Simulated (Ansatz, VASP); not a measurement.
Os: VASP beside Ansatz

```
CELL_PARAMETERS angstrom
-1.54627 1.54627 1.54627
1.54627 -1.54627 1.54627
1.54627 1.54627 -1.54627
ATOMIC_POSITIONS crystal
Os 0.00000 0.00000 0.00000
```

Alike in both runs: task single point; functional PBE; k mesh 17 × 17 × 17; no spin polarisation.

|  | VASP | Ansatz |
| --- | --- | --- |
| version | VASP 6.6.1 | Ansatz 0.2.0 |
| potentials or method | VASP PAW PBE potentials, release 64 (Os) | PAW with Ansatz's default frozen-core files, scalar-relativistic |
| plane-wave cutoff (eV) | 520 | 420 |
| occupations | methfessel-paxton of order 1, width 0.01 eV | cold, width 0.01 eV |
| valence electrons in the cell | 8 | 16 |

```csv
,VASP,Ansatz,Ansatz less VASP
gap on the k mesh at the Fermi level (eV),none,none,-
pressure (GPa),-0.3,-0.4,-0.05
```

A gap of «none» marks a metal or a gap that the smearing closes. VASP's potentials hold 8 valence electrons a cell and Ansatz's 16, so a difference there can come from the potentials and not from the codes.

Neither program's run includes spin-orbit coupling.
